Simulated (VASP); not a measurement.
The system is Na.

```
Na
1.0
    -2.14100    2.14100    2.14100
     2.14100   -2.14100    2.14100
     2.14100    2.14100   -2.14100
Na
1
Direct
  0.00000 0.00000 0.00000
```

| Quantity | Value |
| --- | --- |
| Program | VASP 6.6.1 |
| Task | relaxation of cell and atoms |
| Functional | PBE |
| Potentials or basis | VASP PAW PBE potentials, release 64 (Na_pv) |
| Cutoff | 600 eV |
| k mesh | 7 × 7 × 7 |
| Occupations | fermi-dirac, width 0.1 eV |
| Spin | no spin polarisation |

At the start: pressure -0.4 GPa; volume 39.26 Å³/atom.

Problem. How do energy, volume and symmetry change on relaxing?

Solution. Over 3 steps the energy falls by 3.0 meV/atom and the volume is 37.03 Å³/atom (-5.7 %); space group Im-3m (No. 229, to 0.1 Å) before and after.

Step by step:
| step | energy change (eV) | largest force (eV/Å) | pressure (GPa) | volume (Å³) |
| --- | --- | --- | --- | --- |
| 1 | 0.0000 | 0.0000 | -0.41 | 39.26 |
| 2 | -0.0013 | 0.0000 | -0.32 | 38.69 |
| 3 | -0.0030 | 0.0000 | -0.02 | 37.03 |

Final structure:
```cif
data_structure
_symmetry_space_group_name_H-M 'P 1'
_symmetry_Int_Tables_number 1
_cell_length_a 3.6369
_cell_length_b 3.6369
_cell_length_c 3.6369
_cell_angle_alpha 109.471
_cell_angle_beta 109.471
_cell_angle_gamma 109.471
_cell_volume 37.03
loop_
_atom_site_label
_atom_site_type_symbol
_atom_site_fract_x
_atom_site_fract_y
_atom_site_fract_z
_atom_site_occupancy
Na1 Na 0.00000 0.00000 0.00000 1
```
